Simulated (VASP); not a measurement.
The system is Au.

```
CELL_PARAMETERS angstrom
-1.61845 1.61845 1.61845
1.61845 -1.61845 1.61845
1.61845 1.61845 -1.61845
ATOMIC_POSITIONS crystal
Au 0.00000 0.00000 0.00000
```

```yaml
Program: VASP 6.6.1
Task: relaxation of cell and atoms
Functional: revPBE
Potentials_or_basis: VASP PAW PBE potentials, release 64 (Au)
Cutoff: 600 eV
k_mesh: 14 × 14 × 14
Occupations: fermi-dirac, width 0.1 eV
Spin: no spin polarisation
```

At the start: pressure 12.5 GPa; volume 16.96 Å³/atom.

Q: How do energy, volume and symmetry change on relaxing?

A: Over 4 steps the energy falls by 50.1 meV/atom and the volume is 18.37 Å³/atom (+8.3 %); space group Im-3m (No. 229, to 0.05 Å).

The path:
| step | energy change (eV) | largest force (eV/Å) | pressure (GPa) | volume (Å³) |
| --- | --- | --- | --- | --- |
| 1 | 0.0000 | 0.0000 | 12.53 | 16.96 |
| 2 | 0.0179 | 0.0000 | -9.31 | 20.42 |
| 3 | -0.0501 | 0.0000 | -0.22 | 18.40 |
| 4 | -0.0501 | 0.0000 | -0.04 | 18.37 |

Final structure:
```
Au
1.0
    -1.66229    1.66229    1.66229
     1.66229   -1.66229    1.66229
     1.66229    1.66229   -1.66229
Au
1
Cartesian
  0.0000 0.0000 0.0000
```

Caveat: the PAW data sets were made with another functional, which shifts forces and pressure a little.
